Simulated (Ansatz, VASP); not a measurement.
**Two plane-wave programs on Sn**

The input INCAR:

```
SYSTEM = Sn
ALGO = Normal
EDIFF = 1E-8
ENCUT = 520
ISIF = 2
ISMEAR = -1
LASPH = .TRUE.
LCHARG = .FALSE.
LEFG = .TRUE.
LREAL = .FALSE.
LWAVE = .FALSE.
NBANDS = 21
NELM = 60
PREC = Accurate
SIGMA = 0.03
```

Contents of KPOINTS:

```
k-points
0
G
  9 9 9
  0 0 0
```

Contents of POSCAR:

```
Sn
1.0
    0.0000000000      3.1482320000      3.2456000000
    3.1482320000      0.0000000000      3.2456000000
    3.1482320000      3.1482320000      0.0000000000
Sn
2
Direct
    0.5000000000      0.5000000000      0.5000000000
    0.7500000000      0.7500000000      0.7500000000
```

Input for Ansatz:

```yaml
crystal:
  lattice:
    - [0.0, 3.148232, 3.2456]
    - [3.148232, 0.0, 3.2456]
    - [3.148232, 3.148232, 0.0]
  atoms:
    - { symbol: Sn, position: [0.5, 0.5, 0.5] }
    - { symbol: Sn, position: [0.75, 0.75, 0.75] }
kpoints:
  mp_grid: { grid: [9, 9, 9] }
scf:
  occupations: { method: fermi_dirac, width: 0.03 }
hamiltonian:
  xc: lda
  pseudopotentials: { kind: paw }
output:
  forces: true
  stress: true
  eigenvalues: true
  efg: { contact_densities: true }
```

Change from the starting cell: equal xx and yy strain of -3 %, PAW files.

Alike in both runs: task electric field gradients; functional LDA; k mesh 9 × 9 × 9; occupations fermi-dirac, width 0.03 eV; no spin polarisation.

|  | VASP | Ansatz |
| --- | --- | --- |
| version | VASP 6.6.1 | Ansatz 0.2.0 |
| potentials or method | VASP PAW LDA potentials, release 64 (Sn_d) | PAW with Ansatz's default frozen-core files, scalar-relativistic |
| plane-wave cutoff (eV) | 520 | 420 |
| valence electrons in the cell | 28 | 28 |

|  | VASP | Ansatz | Ansatz less VASP |
| --- | --- | --- | --- |
| pressure (GPa) | 2.7 | 2.7 | -0.02 |
| traceless stress, the component that is largest in VASP (GPa) | -0.71 | -0.70 | +0.009 |
| size of Vzz on the site where it differs most (V/Å²) | 2.8 | 3.1 | +0.20 |

LDA's correlation is that of Perdew and Zunger in VASP and of Perdew and Wang (1992) in Ansatz.
